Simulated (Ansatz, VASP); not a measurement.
# Mg: VASP beside Ansatz

Contents of INCAR:

```
SYSTEM = Mg
  PREC = Accurate
  ENCUT = 520
  EDIFF = 1E-7
  ISMEAR = 0
  SIGMA = 0.15
  LREAL = .False.
  LASPH = .True.
  NELM = 80
  ALGO = Normal
  ISIF = 2
  LWAVE = .False.
  LCHARG = .True.
  GGA = PS
  LELF = .True.
  LVHAR = .True.
  NBANDS = 7
```

Contents of KPOINTS:

```
regular mesh
0
Gamma
  18 18 18
  0 0 0
```

The input POSCAR:

```
Mg
1.0
    0.0000000000      2.3115836800      2.2442560000
    2.3115836800      0.0000000000      2.2442560000
    2.3115836800      2.3115836800      0.0000000000
Mg
1
Direct
    0.0000000000      0.0000000000      0.0000000000
```

Input for Ansatz:

```yaml
crystal:
  lattice:
    - [0.0, 2.31158368, 2.244256]
    - [2.31158368, 0.0, 2.244256]
    - [2.31158368, 2.31158368, 0.0]
  atoms:
    - { symbol: Mg, position: [0.0, 0.0, 0.0] }
basis:
  ecutwfc: 420
kpoints:
  mp_grid: { grid: [18, 18, 18] }
hamiltonian:
  xc: pbesol
scf:
  occupations: { method: gaussian, width: 0.15 }
output:
  forces: true
  stress: true
  eigenvalues: true
```

Change from the starting cell: strain +0.0300 x Voigt [1, 1, 0, 0, 0, 0], atoms carried along.

Alike in both runs: task single point; functional PBEsol; k mesh 18 × 18 × 18; occupations gaussian, width 0.15 eV; no spin polarisation.

|  | VASP | Ansatz |
| --- | --- | --- |
| version | VASP 6.6.1 | Ansatz 0.2.0 |
| potentials or method | VASP PAW PBE potentials, release 64 (Mg), cutoff 520 eV | scalar-relativistic, plane waves, PAW |
| valence electrons in the cell | 2 | 10 |

VASP gave:

- gap on the k mesh at the Fermi level (eV): none
- pressure (GPa): -1.9
- traceless stress, the component that is largest in VASP (GPa): 0.21

Problem. Estimate Ansatz's values.

Solution. gap on the k mesh at the Fermi level (eV): none; pressure (GPa): -1.8; traceless stress, the component that is largest in VASP (GPa): 0.21.

VASP's potentials were made for PBE, not for PBEsol. A gap of «none» marks a metal or a gap that the smearing closes. The functional is the same, so the differences come from potentials, cutoffs and numerics. VASP's potentials hold 2 valence electrons a cell and Ansatz's 10, so a difference there can come from the potentials and not from the codes.
